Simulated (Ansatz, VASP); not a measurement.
# HfNbSe4: VASP beside Ansatz

```xyz
6
Lattice="4.5846 0.0000 0.0000 0.0000 4.5846 0.0000 0.0000 0.0000 6.4909" Properties=species:S:1:pos:R:3 pbc="T T T"
Hf    0.0000    0.0000    3.2455
Nb    2.2923    2.2923    0.0000
Se    2.2923    0.0000    1.5929
Se    2.2923    0.0000    4.8980
Se    0.0000    2.2923    4.8980
Se    0.0000    2.2923    1.5929
```

Change from the starting cell: species swapped into the CaSnF4 type (P4/mmm, No. 123).

Alike in both runs: functional PBE; k mesh 8 × 8 × 6; occupations gaussian, width 0.1 eV; collinear spin.

Ansatz relaxed the structure, and its values are those at the end. VASP's run is a single point on that final structure, the one shown.

|  | VASP | Ansatz |
| --- | --- | --- |
| version | VASP 6.6.1 | Ansatz 0.2.0 |
| potentials or method | VASP PAW PBE potentials, release 64 (Hf_pv, Nb_sv, Se), cutoff 520 eV | scalar-relativistic, plane waves, PAW |
| valence electrons in the cell | 47 | 103 |

|  | VASP | Ansatz | Ansatz less VASP |
| --- | --- | --- | --- |
| gap on the k mesh at the Fermi level (eV) | none | none | - |
| pressure (GPa) | -0.2 | 0.0 | +0.21 |
| rms of the force components (eV/Å) | 0.011 | 0.000 | -0.0107 |
| net moment per atom (μB) | 0.25 | 0.25 | 0.000 |
| size of the moment on the site where the two differ most (μB) | 1.11 | 1.08 | -0.034 |

Site moments also hang on the region over which each program counts them. A gap of «none» marks a metal or a gap that the smearing closes. VASP's potentials hold 47 valence electrons a cell and Ansatz's 103, so a difference there can come from the potentials and not from the codes.

Spin-orbit coupling is off throughout.
